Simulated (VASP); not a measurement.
# Ta4C3 (Pm-3m) in VASP: further runs

Runs on Ta4C3. Level: r2SCAN. Tasks: single point.

All numbers are computed with VASP 6.6.1; they aren't measurements. Logs are shortened: lines on timing, memory, paths and dates and some standing lists are left out, and cuts for length are marked.

## 1. The cell of the first run

Symmetry: Pm-3m, No. 221, cubic system. Conventional cell: a = 4.425 Å, b = 4.425 Å, c = 4.425 Å, α = 90.00°, β = 90.00°, γ = 90.00°. Ta (site symmetry 4/mmm) has 4 C at 2.21 Å within 2.9 Å. Within 2.9 Å of Ta (site symmetry m-3m) lie 6 C at 2.21 Å. C (site symmetry 4/mmm) has 6 Ta at 2.21 Å within 2.9 Å.

## 2. Single point, r2SCAN

POSCAR

```
Ta4C3
1.0
    4.4247933841      0.0000000000      0.0000000000
    0.0000000000      4.4247933841      0.0000000000
    0.0000000000      0.0000000000      4.4247933841
Ta C
4 3
Direct
    0.0000000000      0.5000000000      0.5000000000
    0.5000000000      0.0000000000      0.5000000000
    0.5000000000      0.5000000000      0.0000000000
    0.0000000000      0.0000000000      0.0000000000
    0.5000000000      0.0000000000      0.0000000000
    0.0000000000      0.5000000000      0.0000000000
    0.0000000000      0.0000000000      0.5000000000
```

INCAR.step1

```
  PREC = Accurate
  ENCUT = 520
  ISMEAR = 0
  SIGMA = 0.15
  LREAL = F
  LASPH = T
  NELM = 80
  NBANDS = 37
  GGA = PE
  ALGO = Normal
  EDIFF = 1E-4
  LWAVE = T
  LCHARG = F
```

INCAR.step2

```
  PREC = Accurate
  ENCUT = 520
  EDIFF = 1E-7
  ISMEAR = 0
  SIGMA = 0.15
  LREAL = F
  LASPH = T
  NELM = 80
  ALGO = Normal
  ISIF = 2
  LWAVE = F
  LCHARG = F
  METAGGA = R2SCAN
  LMIXTAU = T
  NBANDS = 37
  ISTART = 1
```

KPOINTS

```
Automatic mesh
0
Gamma
  10 10 10
```

Potentials or basis: VASP PAW PBE potentials, release 64 (Ta_pv, C).

Launch:

```sh
> cat potpaw_PBE.64/Ta_pv/POTCAR potpaw_PBE.64/C/POTCAR > POTCAR
> cp INCAR.step1 INCAR
> mpirun -np 1 vasp_std > vasp.out
> cp INCAR.step2 INCAR
> mpirun -np 1 vasp_std > vasp.out
```

OUTCAR:

```text
PREC = Accurate
   ENCUT = 520
   EDIFF = 1E-7
   ISMEAR = 0
   LREAL = F
   LASPH = T
   NELM = 80
   ISIF = 2
   METAGGA = R2SCAN
   ISTART = 1

 ion  position               nearest neighbor table
   1  0.000  0.500  0.500-   6 2.21   7 2.21   6 2.21   7 2.21   3 3.13   3 3.13   4 3.13   4 3.13
                             2 3.13   4 3.13   2 3.13   4 3.13   2 3.13   3 3.13   3 3.13   2 3.13
   2  0.500  0.000  0.500-   5 2.21   7 2.21   5 2.21   7 2.21   3 3.13   3 3.13   4 3.13   4 3.13
                             1 3.13   3 3.13   3 3.13   1 3.13   4 3.13   1 3.13   4 3.13   1 3.13
   3  0.500  0.500  0.000-   5 2.21   6 2.21   5 2.21   6 2.21   2 3.13   1 3.13   2 3.13   2 3.13
                             4 3.13   4 3.13   2 3.13   1 3.13   4 3.13   1 3.13   1 3.13   4 3.13
   4  0.000  0.000  0.000-   5 2.21   6 2.21   7 2.21   7 2.21   6 2.21   5 2.21   1 3.13   2 3.13
                             1 3.13   1 3.13   3 3.13   2 3.13   1 3.13   2 3.13   3 3.13   3 3.13
   5  0.500  0.000  0.000-   2 2.21   3 2.21   4 2.21   2 2.21   3 2.21   4 2.21
   6  0.000  0.500  0.000-   1 2.21   3 2.21   4 2.21   1 2.21   4 2.21   3 2.21
   7  0.000  0.000  0.500-   1 2.21   2 2.21   4 2.21   4 2.21   1 2.21   2 2.21

  LATTYP: Found a simple cubic cell.
 ALAT       =     4.4247933841

  Lattice vectors:

 A1 = (   4.4247933841,   0.0000000000,   0.0000000000)
 A2 = (   0.0000000000,   4.4247933841,   0.0000000000)
 A3 = (   0.0000000000,   0.0000000000,   4.4247933841)

Analysis of symmetry for initial positions (statically):
=====================================================================
 Subroutine PRICEL returns:
 Original cell was already a primitive cell.

 Routine SETGRP: Setting up the symmetry group for a
 simple cubic supercell.

 Subroutine GETGRP returns: Found 48 space group operations
 (whereof 48 operations were pure point group operations)
 out of a pool of 48 trial point group operations.

The static configuration has the point symmetry O_h .

Analysis of symmetry for dynamics (positions and initial velocities):
=====================================================================
 Subroutine PRICEL returns:
 Original cell was already a primitive cell.

 Routine SETGRP: Setting up the symmetry group for a
 simple cubic supercell.

 Subroutine GETGRP returns: Found 48 space group operations
 (whereof 48 operations were pure point group operations)
 out of a pool of 48 trial point group operations.

The dynamic configuration has the point symmetry O_h .

 Subroutine INISYM returns: Found 48 space group operations
 (whereof 48 operations are pure point group operations),
 and found     1 'primitive' translations

----------------------------------------------------------------------------------------

[... 114 lines left out ...]
   NUPDOWN=      -1.0000    fix difference up-down
   EMIN   =  10.00;   EMAX   =-10.00  energy-range for DOS
   EFERMI =   0.00;   METHOD = LEGACY
   ISMEAR =     0;   SIGMA  =   0.15  broadening in eV -4-tet -1-fermi 0-gaus
   EFERMI_NEDOS =   21; number of points for ismear=-14 and -15
   IALGO  =     38    algorithm
   IMIX   =      4    mixing-type and parameters
     AMIX     =   0.40;   BMIX     =  1.00
     AMIX_MAG =   1.60;   BMIX_MAG =  1.00
  volume/ion in A,a.u.               =      12.38        83.52
  Fermi-wavevector in a.u.,A,eV,Ry     =   1.415504  2.674915 27.261344  2.003652
  Thomas-Fermi vector in A             =   2.536936
   LORBIT       =      0    0 simple, 1 ext, 2 COOP (PROOUT), +10 PAW based schemes
   METAGGA = R2SCAN    functional components
   LHFCALC =     F    Hartree Fock is set to
   AEXX    =    0.0000 exact exchange contribution
   IVDW    =     0    specifies the selected vdW correction
   LEPSILON=     F    determine dielectric tensor
   LRPA    =     F    only Hartree local field effects (RPA)
 non-spin polarized calculation
 Gauss-broadening in eV      SIGMA  =   0.15
  energy-cutoff  :      520.00
  volume of cell :       86.63
 maximum number of plane-waves:      2360
 NGX is ok and might be reduce to    36

 number of electron      56.0000015 magnetization

 Free energy of the ion-electron system (eV)
  ---------------------------------------------------
  ext. energy  EPLUGINS =         0.00000000
  ---------------------------------------------------
  free energy    TOTEN  =      -227.80568500 eV

  energy without entropy =     -227.76835889  energy(sigma->0) =     -227.78702194

 E-fermi :   7.2137     XC(G=0): -13.9958

 val. band max:        7.2129808001   @ k =   0.2000   0.2000   0.0000
 cond. band min:       7.2148653091   @ k =   0.5000   0.2000   0.1000
 fundamental gap:      0.0018845090
 Fermi energy:         7.2137462829

 k-point     1 :       0.0000    0.0000    0.0000
  band No.  band energies     occupation
      1     -29.5049      2.00000
      2     -29.5049      2.00000
      3     -29.5049      2.00000
      4     -28.7787      2.00000
      5     -28.7787      2.00000
      6     -28.7787      2.00000
[... 949 lines left out ...]
     36      11.3982      0.00000
     37      11.8340      0.00000

 [... further k-points ...]

------------------------ aborting loop because EDIFF is reached ----------------------------------------

  FORCE on cell =-STRESS in cart. coord.  units (eV):
  Direction    XX          YY          ZZ          XY          YZ          ZX
  --------------------------------------------------------------------------------------
  -------------------------------------------------------------------------------------
  Total        0.5937160      0.5937160      0.5937160     -0.0000000     -0.0000000      0.0000000
  in kB       10.9802034     10.9802034     10.9802034     -0.0000000     -0.0000000      0.0000000
  external PRESSURE =      10.9802034 kB  Pullay stress =       0.0000000 kB

 VOLUME and BASIS-vectors are now :
 -----------------------------------------------------------------------------
  energy-cutoff  :      520.00
  volume of cell :       86.63
      direct lattice vectors                 reciprocal lattice vectors
     4.424793384  0.000000000  0.000000000     0.225999253  0.000000000  0.000000000
     0.000000000  4.424793384  0.000000000     0.000000000  0.225999253  0.000000000
     0.000000000  0.000000000  4.424793384     0.000000000  0.000000000  0.225999253

 POSITION                                       TOTAL-FORCE (eV/Angst)
 -----------------------------------------------------------------------------------
      0.00000      2.21240      2.21240         0.000000      0.000000      0.000000
      2.21240      0.00000      2.21240         0.000000      0.000000      0.000000
      2.21240      2.21240      0.00000         0.000000      0.000000      0.000000
      0.00000      0.00000      0.00000         0.000000      0.000000      0.000000
      2.21240      0.00000      0.00000         0.000000      0.000000      0.000000
      0.00000      2.21240      0.00000         0.000000      0.000000      0.000000
      0.00000      0.00000      2.21240         0.000000      0.000000      0.000000
 -----------------------------------------------------------------------------------
    total drift:                                0.000000      0.000000      0.000000

  FREE ENERGIE OF THE ION-ELECTRON SYSTEM (eV)
  ---------------------------------------------------
  free  energy   TOTEN  =      -227.8056849958 eV

  energy  without entropy=     -227.7683588935  energy(sigma->0) =     -227.78702194
```

Wall time 14 min (1 thread of AMD EPYC 7R43 (Zen 3), shared host); peak memory 0.28 GiB.

What came out:

```yaml
Free_energy: -227.8057 eV
Pressure: 1.1 GPa
Band_gap_on_the_k_mesh: zero (bands 28 and 29 overlap by 1.11 eV)
```

Levels at points of the mesh, in eV from the Fermi level:
```csv
k point,band 25,band 26,band 27,band 28,band 29,band 30,band 31,band 32
"(0.00, 0.00, 0.00)",-1.47,-0.71,-0.71,-0.71,-0.48,-0.48,-0.48,1.42
"(0.50, 0.00, 0.00)",-2.22,-2.06,-2.06,0.29,0.29,0.80,1.99,2.53
"(0.50, 0.50, 0.00)",-2.02,-1.79,-0.40,-0.40,1.90,1.90,1.96,2.21
"(0.50, 0.50, 0.50)",-1.13,-1.13,-1.13,-0.37,3.48,3.48,3.48,3.64
```

Caveat: the PAW data sets were made with another functional, which shifts forces and pressure a little; spin-orbit coupling is left out, which moves the levels of the heavy elements.

## 3. Single point, r2SCAN

This run uses another cell than the first one: it holds 14 atoms, not 7.

POSCAR

```
Ta4C3
1.0
    0.0000000000     -4.4247933841      0.0000000000
    0.0000000000      0.0000000000     -4.4247933841
    8.8495867682      0.0000000000      0.0000000000
Ta C
8 6
Direct
    0.5000000000      0.5000000000      0.0000000000
    0.5000000000      0.5000000000      0.5000000000
    0.0000000000      0.5000000000      0.2500000000
    0.0000000000      0.5000000000      0.7500000000
    0.5000000000      1.0000000000      0.2500000000
    0.5000000000      1.0000000000      0.7500000000
    1.0000000000      1.0000000000      0.5000000000
    1.0000000000      1.0000000000      0.0000000000
    0.0000000000      1.0000000000      0.2500000000
    0.0000000000      1.0000000000      0.7500000000
    0.5000000000      1.0000000000      0.0000000000
    0.5000000000      1.0000000000      0.5000000000
    1.0000000000      0.5000000000      0.5000000000
    1.0000000000      0.5000000000      0.0000000000
```

INCAR.step1

```
SYSTEM = Ta4C3
  PREC = Accurate
  ENCUT = 520
  ISMEAR = 0
  SIGMA = 0.15
  LREAL = .False.
  LASPH = .True.
  NELM = 60
  NBANDS = 69
  GGA = PE
  ALGO = Normal
  EDIFF = 1E-4
  LWAVE = .True.
  LCHARG = .False.
```

INCAR.step2

```
SYSTEM = Ta4C3
  PREC = Accurate
  ENCUT = 520
  EDIFF = 1E-7
  ISMEAR = 0
  SIGMA = 0.15
  LREAL = .False.
  LASPH = .True.
  NELM = 60
  ALGO = Normal
  ISIF = 2
  LWAVE = .False.
  LCHARG = .False.
  METAGGA = R2SCAN
  LMIXTAU = .True.
  NBANDS = 69
  ISTART = 1
```

KPOINTS

```
Automatic mesh
0
Gamma
  9 9 5
  0 0 0
```

Potentials or basis: VASP PAW PBE potentials, release 64 (Ta_pv, C).

Launch:

```sh
> cat potpaw_PBE.64/Ta_pv/POTCAR potpaw_PBE.64/C/POTCAR > POTCAR
> cp INCAR.step1 INCAR
> mpirun -np 1 vasp_std > vasp.out
> cp INCAR.step2 INCAR
> mpirun -np 1 vasp_std > vasp.out
```

It took 48 min on 1 thread of Oxide Virtual Turin-like, shared host; peak memory 0.54 GiB.

Results (log left out):

```
Free energy            : -455.6124 eV
Pressure               : 1.1 GPa
Band gap on the k mesh : zero (bands 56 and 57 overlap by 0.80 eV)
```

Levels at points of the mesh, in eV from the Fermi level:
```csv
k point,band 52,band 53,band 54,band 55,band 56,band 57,band 58,band 59,band 60,band 61
"(0.00, 0.00, 0.00)",-1.44,-0.69,-0.69,-0.69,-0.46,-0.46,-0.46,0.30,0.30,0.80
```

Caveat: the PAW data sets were made with another functional, which shifts forces and pressure a little; spin-orbit coupling is left out, which moves the levels of the heavy elements.
